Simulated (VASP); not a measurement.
**WC: single point with PBE**

Crystal: WC.

```xyz
2
Lattice="2.9005 0.0000 0.0000 -1.4503 2.5119 0.0000 0.0000 0.0000 2.8290" Properties=species:S:1:pos:R:3 pbc="T T T"
W     0.0000    0.0000    0.0000
C     1.1503    0.8373    1.2645
```

This cell differs from its parent crystal: atom 2 (C) moved by (-0.300, -0.150) A along x and z.

* Program: VASP 6.6.1
* Task: single point
* Functional: PBE
* Potentials or basis: VASP PAW PBE potentials, release 64 (W_sv, C)
* Cutoff: 520 eV
* k mesh: 18 × 18 × 16
* Occupations: gaussian, width 0.15 eV
* Spin: no spin polarisation

```
Pressure               : 29.3 GPa
Largest force          : 5.779 eV/Å
Band gap on the k mesh : zero (band 9 reaches 12.51 eV, above the bottom of band 10 at 11.14 eV)
```

Forces on the atoms (eV/Å):
```
W   -4.817 -1.142 -2.981
C    4.817  1.142  2.981
```

Stress tensor (GPa, compression positive):
```
24.54 16.72 18.25
16.72 22.86  7.14
18.25  7.14 40.62
```

Levels at points of the mesh, in eV from the Fermi level:
| k point | band 7 | band 8 | band 9 | band 10 | band 11 | band 12 |
| --- | --- | --- | --- | --- | --- | --- |
| (0.00, 0.00, 0.00) | -3.94 | -3.10 | -0.21 | 2.20 | 3.31 | 4.05 |
| (0.50, 0.00, 0.00) | -4.79 | -4.26 | -0.30 | 2.50 | 3.75 | 4.73 |
| (0.00, 0.50, 0.00) | -5.13 | -4.21 | 0.50 | 2.23 | 4.08 | 5.05 |
| (0.50, 0.50, 0.00) | -4.67 | -3.00 | -0.74 | 2.02 | 4.43 | 4.98 |
| (0.00, 0.00, 0.50) | -4.07 | -1.66 | -0.83 | 0.04 | 1.84 | 3.82 |
| (0.50, 0.00, 0.50) | -4.12 | -3.69 | -0.82 | 4.21 | 5.09 | 5.57 |
| (0.00, 0.50, 0.50) | -4.76 | -3.70 | -0.29 | 3.73 | 4.58 | 5.06 |
| (0.50, 0.50, 0.50) | -5.65 | -4.96 | 1.04 | 4.11 | 4.94 | 5.98 |

Wall time 4.9 min on 1 thread of Intel(R) Xeon(R) Platinum 8488C (Sapphire Rapids), with other jobs on the host, peak memory 0.89 GiB.

Caveat: the cell differs from its parent crystal (atom 2 (C) moved by (-0.300, -0.150) A along x and z); spin-orbit coupling is left out, which moves the levels of the heavy elements; forces of over 1 eV/Å act on the atoms, so gaps and moduli don't describe the material at rest.
